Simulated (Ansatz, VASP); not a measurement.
**BN: VASP beside Ansatz**

```
B N
1.0
     0.00000    1.81300    1.81300
     1.81300    0.00000    1.81300
     1.81300    1.81300    0.00000
B N
1 1
Direct
  0.00000 0.00000 0.00000
  0.75000 0.75000 0.77438
```

Change from the starting cell: all N atoms moved +0.062 Å, as atom 2 along Cartesian [1 1 0].

Alike in both runs: task single point; functional PBE; k mesh 12 × 12 × 12; occupations gaussian, width 0.05 eV; no spin polarisation.

```csv
,VASP,Ansatz
version,VASP 6.6.1,Ansatz 0.2.0
potentials or method,"VASP PAW PBE potentials, release 64 (B, N), cutoff 520 eV","scalar-relativistic, plane waves, PAW"
valence electrons in the cell,8,8
```

|  | VASP | Ansatz | Ansatz less VASP |
| --- | --- | --- | --- |
| gap on the k mesh at the Fermi level (eV) | 3.88 | 3.89 | +0.012 |
| least direct gap on the mesh (eV) | 7.86 | 7.87 | +0.007 |
| pressure (GPa) | 0.9 | 0.7 | -0.23 |
| traceless stress, the component that is largest in VASP (GPa) | 1.22 | 1.22 | +0.004 |
| rms of the force components (eV/Å) | 0.861 | 0.856 | -0.0044 |

Atom by atom the forces differ by 0.004 eV/Å (rms over components).
